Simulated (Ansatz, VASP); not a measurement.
**Two plane-wave programs on SiC**

The input INCAR:

```
PREC = Accurate
ENCUT = 600
EDIFF = 1E-6
ISMEAR = 0
SIGMA = 0.01
LREAL = False
LASPH = True
NELM = 100
ALGO = Normal
ISIF = 3
LWAVE = False
LCHARG = False
IBRION = 2
NSW = 80
EDIFFG = -0.001
```

The input KPOINTS:

```
regular mesh
0
Gamma
  12 12 12
```

POSCAR

```
SiC
1.0
    0.0000000000      2.1645640355      2.1645640355
    2.1645640355      0.0000000000      2.1645640355
    2.1645640355      2.1645640355      0.0000000000
Si C
1 1
Direct
    0.0000000000      0.0000000000      0.0000000000
    0.7500000000      0.7500000000      0.7500000000
```

Input for Ansatz:

```yaml
crystal:
  lattice:
    - [0.0, 2.1645640355, 2.1645640355]
    - [2.1645640355, 0.0, 2.1645640355]
    - [2.1645640355, 2.1645640355, 0.0]
  atoms:
    - { symbol: Si, position: [0.0, 0.0, 0.0] }
    - { symbol: C, position: [0.75, 0.75, 0.75] }
basis:
  ecutwfc: 420
kpoints:
  mp_grid: { grid: [12, 12, 12] }
hamiltonian:
  xc: lda
scf:
  occupations: { method: fixed }
output:
  forces: true
  stress: true
  eigenvalues: true
  write_density: true
  write_potential: true
  elf: true
  volumetric_format: npy
relax:
  adjacent_minimum: "off"
  f_tol: 0.001
  max_steps: 60
  cell: { stress_tol: 0.01 }
```

Alike in both runs: task relaxation of cell and atoms; functional LDA; k mesh 12 × 12 × 12; no spin polarisation.

|  | VASP | Ansatz |
| --- | --- | --- |
| version | VASP 6.6.1 | Ansatz 0.2.0 |
| potentials or method | VASP PAW LDA potentials, release 64 (Si, C), cutoff 600 eV | scalar-relativistic, plane waves, PAW |
| occupations | gaussian, width 0.01 eV | fixed |
| valence electrons in the cell | 8 | 8 |

|  | VASP | Ansatz | Ansatz less VASP |
| --- | --- | --- | --- |
| gap on the k mesh at the Fermi level, each at its own relaxed structure (eV) | 1.29 | 1.30 | +0.012 |
| relaxed volume (Å³/atom) | 10.15 | 10.14 | -0.011 |
| relaxed cell length with the largest relative difference (Å) | 3.062 | 3.061 | -0.0011 |

LDA's correlation is that of Perdew and Zunger in VASP and of Perdew and Wang (1992) in Ansatz.
